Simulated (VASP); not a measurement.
AgCl: single point with PBEsol

AgCl:

```xyz
2
Lattice="0.0000 2.6406 2.6406 2.6406 0.0000 2.6406 2.6406 2.6406 0.0000" Properties=species:S:1:pos:R:3 pbc="T T T"
Ag    0.0000    0.0000    0.0000
Cl    2.6406    2.6406    2.6406
```

| Item | Value |
| --- | --- |
| Program | VASP 6.6.1 |
| Task | single point |
| Functional | PBEsol |
| Potentials or basis | VASP PAW PBE potentials, release 64 (Ag, Cl) |
| Cutoff | 520 eV |
| k mesh | 9 × 9 × 9 |
| Occupations | fermi-dirac, width 0.03 eV |
| Spin | no spin polarisation |

```yaml
Pressure: 6.6 GPa
Band_gap_on_the_k_mesh: 0.81 eV (least direct gap 3.57 eV)
```

Levels at points of the mesh, in eV from the valence-band top:
```csv
k point,band 7,band 8,band 9,band 10,band 11,band 12
"(0.00, 0.00, 0.00)",-2.91,-2.91,-2.91,0.81,10.75,10.75
```

Run time: 21 s on 1 thread of Intel(R) Xeon(R) Platinum 8259CL CPU @ 2.50GHz (Skylake/Cascade Lake), on a shared host, peak memory 0.16 GiB.

Caveat: the cell stands under pressure; the PAW data sets were made with another functional, which shifts forces and pressure a little; an odd mesh through Γ misses points on the zone boundary, where band edges can lie.
